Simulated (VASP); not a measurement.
# Ba7NaF16 (a cell with a defect) in VASP: electric field gradients with PBE

Aim: the electric field gradients of Ba7NaF16 (a cell with a defect) with PBE.

Everything below comes from runs of VASP 6.6.1. Logs are shortened: lines on timing, memory, paths and dates and some standing lists are left out, and cuts for length are marked.

### Step 1. The cell of the first run

The cell holds a defect, 24 atoms: a = 8.805 Å, b = 8.805 Å, c = 8.805 Å, α = 60.00°, β = 60.00°, γ = 60.00°.

### Step 2. Electric field gradients, PBE, collinear spin

INCAR reads:

```
SYSTEM = Ba7NaF16
PREC     = Accurate       ! precision mode
ENCUT    = 520            ! plane-wave cutoff, eV
EDIFF    = 1E-8           ! SCF threshold, eV
ISMEAR   = -1             ! smearing method
SIGMA    = 0.01           ! smearing width, eV
LREAL    = Auto         
LASPH    = .True.         ! aspherical terms in the spheres
NELM     = 150            ! most SCF steps
ALGO     = Normal         ! electronic algorithm
ISIF     = 2              ! what is computed and relaxed
LWAVE    = .False.        ! write WAVECAR
LCHARG   = .False.        ! write CHGCAR
ISPIN    = 2              ! spin polarisation
MAGMOM   = 1 0 0 0 0 0 0 0 0 0 0 0 0 0 0 0 0 0 0 0 0 0 0 0 ! initial moments
LORBIT   = 11             ! projections on sites
GGA      = PE             ! functional
LEFG     = .True.       
NBANDS   = 116            ! bands
LUSENCCL = .False.
```

KPOINTS reads:

```
regular mesh
0
Gamma
  3 3 3
  0 0 0
```

POSCAR reads:

```
Ba7NaF16
1.0
    0.0000000000      6.2257308170      6.2257308170
    6.2257308170      0.0000000000      6.2257308170
    6.2257308170      6.2257308170      0.0000000000
Na Ba F
1 7 16
Direct
    0.0000000000      0.0000000000      0.0000000000
    0.0000000000      0.0000000000      0.5000000000
    0.0000000000      0.5000000000      0.0000000000
    0.0000000000      0.5000000000      0.5000000000
    0.5000000000      0.0000000000      0.0000000000
    0.5000000000      0.0000000000      0.5000000000
    0.5000000000      0.5000000000      0.0000000000
    0.5000000000      0.5000000000      0.5000000000
    0.1250000000      0.1250000000      0.1250000000
    0.1250000000      0.1250000000      0.6250000000
    0.1250000000      0.6250000000      0.1250000000
    0.1250000000      0.6250000000      0.6250000000
    0.6250000000      0.1250000000      0.1250000000
    0.6250000000      0.1250000000      0.6250000000
    0.6250000000      0.6250000000      0.1250000000
    0.6250000000      0.6250000000      0.6250000000
    0.3750000000      0.3750000000      0.3750000000
    0.3750000000      0.3750000000      0.8750000000
    0.3750000000      0.8750000000      0.3750000000
    0.3750000000      0.8750000000      0.8750000000
    0.8750000000      0.3750000000      0.3750000000
    0.8750000000      0.3750000000      0.8750000000
    0.8750000000      0.8750000000      0.3750000000
    0.8750000000      0.8750000000      0.8750000000
```

Potentials or basis: VASP PAW PBE potentials, release 64 (Na_pv, Ba_sv, F).

The run is started by

```bash
cat potpaw_PBE.64/Na_pv/POTCAR potpaw_PBE.64/Ba_sv/POTCAR potpaw_PBE.64/F/POTCAR > POTCAR
mpirun -np 1 vasp_std > vasp.out
```

OUTCAR:

```text
SYSTEM = Ba7NaF16
   PREC = Accurate
   ENCUT = 520
   EDIFF = 1E-8
   ISMEAR = -1
   LREAL = Auto
   LASPH = .True.
   NELM = 150
   ISIF = 2
   ISPIN = 2
   LORBIT = 11
   GGA = PE

 ion  position               nearest neighbor table
   1  0.000  0.000  0.000-
   2  0.000  0.000  0.500-   9 2.70  10 2.70  12 2.70  14 2.70  19 2.70  21 2.70  23 2.70  24 2.70
                             4 4.40   6 4.40   3 4.40   5 4.40   3 4.40   4 4.40   8 4.40   5 4.40
   3  0.000  0.500  0.000-   9 2.70  11 2.70  12 2.70  15 2.70  18 2.70  21 2.70  22 2.70  24 2.70
                             4 4.40   7 4.40   2 4.40   4 4.40   8 4.40   2 4.40   5 4.40   5 4.40
   4  0.000  0.500  0.500-  10 2.70  11 2.70  12 2.70  16 2.70  17 2.70  21 2.70  22 2.70  23 2.70
                             8 4.40   2 4.40   3 4.40   3 4.40   7 4.40   2 4.40   6 4.40   6 4.40
   5  0.500  0.000  0.000-   9 2.70  13 2.70  14 2.70  15 2.70  18 2.70  19 2.70  20 2.70  24 2.70
                             6 4.40   7 4.40   2 4.40   6 4.40   8 4.40   3 4.40   7 4.40   8 4.40
   6  0.500  0.000  0.500-  10 2.70  13 2.70  14 2.70  16 2.70  17 2.70  19 2.70  20 2.70  23 2.70
                             8 4.40   2 4.40   5 4.40   5 4.40   7 4.40   4 4.40   7 4.40   8 4.40
   7  0.500  0.500  0.000-  11 2.70  13 2.70  15 2.70  16 2.70  17 2.70  18 2.70  20 2.70  22 2.70
                             8 4.40   3 4.40   5 4.40   4 4.40   6 4.40   8 4.40   5 4.40   6 4.40
   8  0.500  0.500  0.500-  12 2.70  14 2.70  15 2.70  16 2.70  17 2.70  18 2.70  19 2.70  21 2.70
                             7 4.40   4 4.40   6 4.40   3 4.40   5 4.40   7 4.40   2 4.40   5 4.40
   9  0.125  0.125  0.125-   2 2.70   3 2.70   5 2.70
  10  0.125  0.125  0.625-   2 2.70   4 2.70   6 2.70
  11  0.125  0.625  0.125-   3 2.70   4 2.70   7 2.70
  12  0.125  0.625  0.625-   2 2.70   3 2.70   4 2.70   8 2.70
  13  0.625  0.125  0.125-   5 2.70   6 2.70   7 2.70
  14  0.625  0.125  0.625-   2 2.70   5 2.70   6 2.70   8 2.70
  15  0.625  0.625  0.125-   3 2.70   5 2.70   7 2.70   8 2.70
  16  0.625  0.625  0.625-   4 2.70   6 2.70   7 2.70   8 2.70
  17  0.375  0.375  0.375-   4 2.70   6 2.70   7 2.70   8 2.70
  18  0.375  0.375  0.875-   3 2.70   5 2.70   7 2.70   8 2.70
  19  0.375  0.875  0.375-   2 2.70   5 2.70   6 2.70   8 2.70
  20  0.375  0.875  0.875-   5 2.70   6 2.70   7 2.70
  21  0.875  0.375  0.375-   2 2.70   3 2.70   4 2.70   8 2.70
  22  0.875  0.375  0.875-   3 2.70   4 2.70   7 2.70
  23  0.875  0.875  0.375-   2 2.70   4 2.70   6 2.70
  24  0.875  0.875  0.875-   2 2.70   3 2.70   5 2.70

  LATTYP: Found a face centered cubic cell.
 ALAT       =    12.4514616340

  Lattice vectors:

 A1 = (   0.0000000000,   6.2257308170,   6.2257308170)
 A2 = (   6.2257308170,   0.0000000000,   6.2257308170)
 A3 = (   6.2257308170,   6.2257308170,   0.0000000000)

Analysis of symmetry for initial positions (statically):
=====================================================================
 Subroutine PRICEL returns:
 Original cell was already a primitive cell.

 Routine SETGRP: Setting up the symmetry group for a
 face centered cubic supercell.
[... 1115 lines left out ...]
      3.11287      6.22573      3.11287         0.000000      0.000000     -0.000000
[... 16 lines left out ...]
      7.78216      7.78216     10.89503        -0.028832     -0.028832      0.028832
     10.89503     10.89503     10.89503         0.028832      0.028832      0.028832
 -----------------------------------------------------------------------------------
    total drift:                                0.000000      0.000000      0.000000

  FREE ENERGIE OF THE ION-ELECTRON SYSTEM (eV)
  ---------------------------------------------------
  free  energy   TOTEN  =      -129.5230267048 eV

  energy  without entropy=     -129.5134966301  energy(sigma->0) =     -129.51826167

 Electric field gradients (V/A^2)
---------------------------------------------------------------------
 ion       V_xx      V_yy      V_zz      V_xy      V_xz      V_yz
---------------------------------------------------------------------
   1       0.000     0.000     0.000     0.004     0.004     0.004
   2       1.513     1.513    -3.026    11.138    -0.000    -0.000
   3       1.513    -3.026     1.513    -0.000    11.138    -0.000
   4      -3.026     1.513     1.513     0.000     0.000   -11.138
   5      -3.026     1.513     1.513    -0.000    -0.000    11.138
   6       1.513    -3.026     1.513     0.000   -11.138     0.000
[... 16 lines left out ...]
  23      -0.000    -0.000     0.000     2.314    -2.312    -2.312
  24       0.000     0.000    -0.000     2.314     2.314     2.314
---------------------------------------------------------------------

 Electric field gradients after diagonalization (V/A^2)
 (convention: |V_zz| > |V_xx| > |V_yy|)
----------------------------------------------------------------------
 ion       V_xx      V_yy      V_zz     asymmetry (V_yy - V_xx)/ V_zz
----------------------------------------------------------------------
   1      -0.004    -0.004     0.008       0.000
   2      -9.625    -3.026    12.651       0.522
   3      -9.625    -3.026    12.651       0.522
   4      -9.624    -3.026    12.651       0.522
   5      -9.625    -3.026    12.651       0.522
   6      -9.624    -3.026    12.651       0.522
[... 16 lines left out ...]
  23      -2.314    -2.311     4.625       0.001
  24      -2.314    -2.314     4.628       0.000
----------------------------------------------------------------------

           NMR quadrupolar parameters

 Cq : quadrupolar parameter    Cq=e*Q*V_zz/h
 eta: asymmetry parameters     (V_yy - V_xx)/ V_zz
 Q  : nuclear electric quadrupole moment in mb (millibarn)
----------------------------------------------------------------------
 ion       Cq(MHz)       eta       Q (mb)
----------------------------------------------------------------------
   1       0.000       0.000       1.000
   2       0.031       0.522       1.000
   3       0.031       0.522       1.000
   4       0.031       0.522       1.000
   5       0.031       0.522       1.000
   6       0.031       0.522       1.000
[... 16 lines left out ...]
  23       0.011       0.001       1.000
  24       0.011       0.000       1.000
----------------------------------------------------------------------

 total charge

# of ion       s       p       d       tot
------------------------------------------
    1        0.020   5.960   0.000   5.980
    2        1.998   5.645   0.223   7.866
    3        1.998   5.645   0.223   7.866
    4        1.998   5.645   0.223   7.866
    5        1.998   5.645   0.223   7.866
    6        1.998   5.645   0.223   7.866
[... 16 lines left out ...]
   23        1.737   4.319   0.000   6.056
   24        1.737   4.319   0.000   6.056
--------------------------------------------------
tot         41.776 114.886   1.563 158.226

 magnetization (x)

# of ion       s       p       d       tot
------------------------------------------
    1       -0.000  -0.000   0.000  -0.001
    2       -0.000   0.005  -0.002   0.003
    3       -0.000   0.005  -0.002   0.003
    4       -0.000   0.005  -0.002   0.003
    5       -0.000   0.005  -0.002   0.003
    6       -0.000   0.005  -0.002   0.003
[... 16 lines left out ...]
   23        0.001   0.098   0.000   0.099
   24        0.001   0.098   0.000   0.099
--------------------------------------------------
tot          0.003   0.897  -0.013   0.887
```

Run time: 4.1 min. Hardware: 1 × NVIDIA H100 80GB with 1 thread of Intel Xeon Platinum 8481C at 2.70GHz (Sapphire Rapids), shared host; peak memory 1.8 GiB.

Results:

```yaml
Free_energy: -129.5230 eV
Pressure: 0.6 GPa
Largest_force: 0.050 eV/Å
Band_gap_on_the_k_mesh: zero (filled and empty bands overlap)
Net_moment: 1.00 μB per cell
Site_moments: Na -0.00; Ba +0.00, -0.00 (each value once); F +0.10, +0.01 (each value once) μB
Largest_electric_field_gradient_by_atom: Na +0.0; Ba +12.7, -0.0 (each value once); F +4.6, -0.8 (each value once) V/Å²
Valence_electrons_inside_the_program's_atomic_spheres: Na 5.98; Ba 7.87; F 6.06, 6.09 (each value once)
```

Forces on the atoms (eV/Å):
```
Na   0.000  0.000  0.000
Ba   0.000  0.000  0.000
Ba   0.000  0.000  0.000
Ba   0.000  0.000  0.000
Ba   0.000  0.000  0.000
Ba   0.000  0.000  0.000
Ba   0.000  0.000  0.000
Ba   0.000  0.000  0.000
F   -0.029 -0.029 -0.029
F    0.029  0.029 -0.029
F    0.029 -0.029  0.029
F    0.008 -0.008 -0.008
F   -0.029  0.029  0.029
F   -0.008  0.008 -0.008
F   -0.008 -0.008  0.008
F    0.008  0.008  0.008
F   -0.008 -0.008 -0.008
F    0.008  0.008 -0.008
F    0.008 -0.008  0.008
F    0.029 -0.029 -0.029
F   -0.008  0.008  0.008
F   -0.029  0.029 -0.029
F   -0.029 -0.029  0.029
F    0.029  0.029  0.029
```

Electric field gradients, principal values (V/Å²):
| atom | least | middle | greatest (by size) |
| --- | --- | --- | --- |
| 1 Na | -0.004 | -0.004 | 0.008 |
| 2 Ba | -3.026 | -9.625 | 12.651 |
| 3 Ba | -3.026 | -9.625 | 12.651 |
| 4 Ba | -3.026 | -9.624 | 12.651 |
| 5 Ba | -3.026 | -9.625 | 12.651 |
| 6 Ba | -3.026 | -9.624 | 12.651 |
| 7 Ba | -3.026 | -9.624 | 12.651 |
| 8 Ba | 0.000 | 0.000 | 0.000 |
| 9 F | -2.314 | -2.314 | 4.628 |
| 10 F | -2.311 | -2.314 | 4.625 |
| 11 F | -2.311 | -2.314 | 4.625 |
| 12 F | 0.395 | 0.398 | -0.794 |
| 13 F | -2.311 | -2.314 | 4.625 |
| 14 F | 0.395 | 0.398 | -0.794 |
| 15 F | 0.395 | 0.398 | -0.794 |
| 16 F | 0.395 | 0.395 | -0.791 |
| 17 F | 0.395 | 0.395 | -0.791 |
| 18 F | 0.395 | 0.398 | -0.794 |
| 19 F | 0.395 | 0.398 | -0.794 |
| 20 F | -2.311 | -2.314 | 4.625 |
| 21 F | 0.395 | 0.398 | -0.794 |
| 22 F | -2.311 | -2.314 | 4.625 |
| 23 F | -2.311 | -2.314 | 4.625 |
| 24 F | -2.314 | -2.314 | 4.628 |

Caveat: without QUAD_EFG the Cq values of the log hold for a quadrupole moment of 1 mb, not for the nuclei; spin-orbit coupling is left out, which moves the levels of the heavy elements.
